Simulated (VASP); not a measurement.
Wanted: the native input for a VASP 6.6.1 run.

| Quantity | Value |
| --- | --- |
| Task | single point |
| Functional | PBEsol |
| Potentials or basis | VASP PAW PBE potentials, release 64 (Sr_sv, Ti_sv, O) |
| Cutoff | 520 eV |
| k mesh | 8 × 8 × 8 |
| Occupations | gaussian, width 0.05 eV |
| Spin | no spin polarisation |
| Dipole correction | no |
| Further INCAR settings | ALGO = Normal; EDIFF = 1e-06; NBANDS = 28 |

The structure of SrTiO3 lies in POSCAR:

```
SrTiO3
1.0
    3.7874816529      0.0000000000      0.0000000000
    0.0000000000      3.7874816529      0.0000000000
    0.0000000000      0.0000000000      3.8913815400
Sr Ti O
1 1 3
Direct
    0.0000000000      0.0000000000      0.0000000000
    0.5000000000      0.5000000000      0.5000000000
    0.0000000000      0.5000000000      0.5000000000
    0.5000000000      0.0000000000      0.5000000000
    0.5000000000      0.5000000000      0.0000000000
```

The input as run:

INCAR

```
PREC     = Accurate       # precision mode
ENCUT    = 520            # plane-wave cutoff, eV
EDIFF    = 1E-6           # SCF threshold, eV
ISMEAR   = 0              # smearing method
SIGMA    = 0.05           # smearing width, eV
LREAL    = F              # projectors in reciprocal space
LASPH    = T              # aspherical terms in the spheres
NELM     = 60             # most SCF steps
ALGO     = Normal         # electronic algorithm
ISIF     = 2              # what is computed and relaxed
LWAVE    = F              # write WAVECAR
LCHARG   = F              # write CHGCAR
GGA      = PS             # functional
NBANDS   = 28             # bands
```

KPOINTS

```
regular mesh
0
Gamma
  8 8 8
```

Potentials or basis: VASP PAW PBE potentials, release 64 (Sr_sv, Ti_sv, O).

Run with:

```sh
$ cat potpaw_PBE.64/Sr_sv/POTCAR potpaw_PBE.64/Ti_sv/POTCAR potpaw_PBE.64/O/POTCAR > POTCAR
$ mpirun -np 1 vasp_std > vasp.out
```

It gave:

| Quantity | Value |
| --- | --- |
| Pressure | 12.3 GPa |
| Band gap on the k mesh | 1.84 eV, indirect (least direct gap 2.19 eV) |

Caveat: the PAW data sets were made with another functional, which shifts forces and pressure a little.

Wall time 3.2 min on 1 thread of Intel(R) Xeon(R) Platinum 8259CL CPU @ 2.50GHz (Skylake/Cascade Lake), with other jobs on the host, peak memory 0.24 GiB.
